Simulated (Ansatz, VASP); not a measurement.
# One calculation of CdI2, two programs

```
Cd I
1.0
     4.24701    0.00000    0.00000
    -2.12350    3.67802    0.00000
     0.00000    0.00000    6.89503
Cd I
1 2
Direct
  0.00000 0.00000 0.00000
  0.33333 0.66667 0.24939
  0.66667 0.33333 0.75061
```

Alike in both runs: task single point; functional PBE; k mesh 12 × 12 × 4; no spin polarisation.

|  | VASP | Ansatz |
| --- | --- | --- |
| version | VASP 6.6.1 | Ansatz 0.2.0 |
| potentials or method | VASP PAW PBE potentials, release 64 (Cd, I) | plane waves, PAW |
| plane-wave cutoff (eV) | 500 | 420 |
| occupations | gaussian, width 0.01 eV | fixed |
| valence electrons in the cell | 26 | 54 |

|  | VASP | Ansatz | Ansatz less VASP |
| --- | --- | --- | --- |
| gap on the k mesh at the Fermi level (eV) | 2.35 | 2.36 | +0.007 |
| pressure (GPa) | 1.7 | 1.6 | -0.11 |
| traceless stress, the component that is largest in VASP (GPa) | -0.06 | -0.06 | +0.006 |
| rms of the force components (eV/Å) | 0.043 | 0.033 | -0.0099 |

Atom by atom the forces differ by 0.010 eV/Å (rms over components). VASP's potentials hold 26 valence electrons a cell and Ansatz's 54, so a difference there can come from the potentials and not from the codes.

Neither program's run includes spin-orbit coupling.
